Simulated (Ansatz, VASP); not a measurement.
# Cu3Mo in VASP and in Ansatz

```
Cu Mo
1.0
     3.76404    0.00000    0.00000
     0.00000    3.76404    0.00000
     0.00000    0.00000    3.76404
Cu Mo
3 1
Direct
  0.00000 0.50000 0.50000
  0.50000 0.00000 0.50000
  0.50000 0.50000 0.00000
  0.00000 0.00000 0.00000
```

Change from the starting cell: species swapped into the Nb3Si type (Pm-3m, No. 221).

Alike in both runs: functional PBE; k mesh 12 × 12 × 12; occupations gaussian, width 0.1 eV; collinear spin.

Ansatz relaxed the structure, and its values are those at the end. VASP's run is a single point on that final structure, the one shown.

|  | VASP | Ansatz |
| --- | --- | --- |
| version | VASP 6.6.1 | Ansatz 0.2.0 |
| potentials or method | VASP PAW PBE potentials, release 64 (Cu, Mo_sv), cutoff 520 eV | scalar-relativistic, plane waves, PAW |
| valence electrons in the cell | 47 | 71 |

Ansatz gave:

| Item | Value |
| --- | --- |
| gap on the k mesh at the Fermi level (eV) | none |
| pressure (GPa) | 0.0 |
| net moment per atom (μB) | 0.41 |
| size of the moment on the site where the two differ most (μB) | 0.90 |

Q: Estimate VASP's values.

A: gap on the k mesh at the Fermi level (eV): none; pressure (GPa): 0.6; net moment per atom (μB): 0.41; size of the moment on the site where the two differ most (μB): 1.03.

Site moments also hang on the region over which each program counts them. A gap of «none» marks a metal or a gap that the smearing closes. VASP's potentials hold 47 valence electrons a cell and Ansatz's 71, so a difference there can come from the potentials and not from the codes.
